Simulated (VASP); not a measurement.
Runs of VASP 6.6.1 on TaN. The structure is that of space group Fm-3m (No. 225), or close to it. The cells are those of the table. 

```csv
cell,gap on the mesh (eV),pressure (GPa)
"a = 3.082, b = 3.097, c = 3.097 Å, angles 59.7, 60.2, 60.2°, 2 atoms",none,1.9
"a = 3.082, b = 3.051, c = 3.051 Å, angles 60.7, 59.7, 59.7°, 2 atoms",none,(c)
"a = 3.082, b = 3.066, c = 3.066 Å, angles 60.3, 59.8, 59.8°, 2 atoms",none,9.5
"a = 3.082, b = 3.021, c = 3.021 Å, angles 61.3, 59.3, 59.3°, 2 atoms",none,24.2
"a = 3.082, b = 3.036, c = 3.036 Å, angles 61.0, 59.5, 59.5°, 2 atoms",none,18.8
"a = 3.082, b = 3.113, c = 3.113 Å, angles 59.3, 60.3, 60.3°, 2 atoms",none,-1.4
"a = 3.082, b = 3.144, c = 3.144 Å, angles 58.7, 60.7, 60.7°, 2 atoms",none,(a)
"a = 3.082, b = 3.128, c = 3.128 Å, angles 59.0, 60.5, 60.5°, 2 atoms",none,-4.3
"a = 3.082, b = 3.136, c = 3.136 Å, angles 58.9, 60.6, 60.6°, 2 atoms",none,(b)
```

Alike in all rows: task single point; level PBEsol; potentials or basis VASP PAW PBE potentials, release 64 (Ta_pv, N); no spin polarisation; k mesh 18 × 18 × 18; cutoff (eV) 520; smearing gaussian 0.15 eV.

Fill in the values left out.

(a) -6.9; (b) -5.7; (c) 13.9.

Caveats: the PAW data sets were made with another functional, which shifts forces and pressure a little; spin-orbit coupling is left out, which moves the levels of the heavy elements; the cell stands under pressure (at least some runs); the cell stands under tension (at least some runs).

A k mesh can miss the band edges, and the runs leave out spin-orbit coupling on Ta.

A gap of «none» marks levels without a gap at the run's occupations.
